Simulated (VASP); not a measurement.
Here is a VASP 6.6.1 calculation.

Contents of INCAR:

```
SYSTEM = DyC4
ALGO = Normal
EDIFF = 1E-6
ENCUT = 600
GGA = PE
GGA_COMPAT = .False.
ISIF = 2
ISMEAR = 0
LASPH = .True.
LCHARG = .False.
LMAXMIX = 6
LREAL = .False.
LWAVE = .False.
NBANDS = 20
NELM = 200
PREC = Accurate
SIGMA = 0.1
```

The input KPOINTS:

```
k-points
0
Gamma
  6 6 6
  0 0 0
```

The input POSCAR:

```
DyC4
1.0
   -2.6895187345      2.6895187345      2.0132087426
    2.6895187345     -2.6895187345      2.0132087426
    2.6895187345      2.6895187345     -2.0132087426
Dy C
1 4
Direct
    0.0000000000      0.0000000000      0.0000000000
    0.4999843836      0.1239531868      0.6239375704
    0.8760468132      0.4999843836      0.3760311968
    0.5000156164      0.8760468132      0.3760624296
    0.1239531868      0.5000156164      0.6239688032
```

Potentials or basis: VASP PAW PBE potentials, release 64 (Dy_3, C), 4f in core.

Launch:

```console
$ cat potpaw_PBE.64/Dy_3/POTCAR potpaw_PBE.64/C/POTCAR > POTCAR
$ mpirun -np 1 vasp_std > vasp.out
```

Estimate the largest force.

0.119 eV/Å.

Estimate the band gap on the k mesh.

zero (an odd number of electrons rules out a gap without spin polarisation).

Stress tensor (GPa, compression positive):
```
-0.02  0.00  0.00
 0.00 -0.02  0.00
 0.00  0.00 -0.20
```

Caveat: spin-orbit coupling is left out, which moves the levels of the heavy elements; the 4f electrons are frozen in the core, so they carry no moment and show no levels; an odd number of electrons without spin polarisation forces a metal; a magnetic or distorted state may lie lower. Spin polarisation is off, so any magnetic state and its effect on volume and gap are missing.
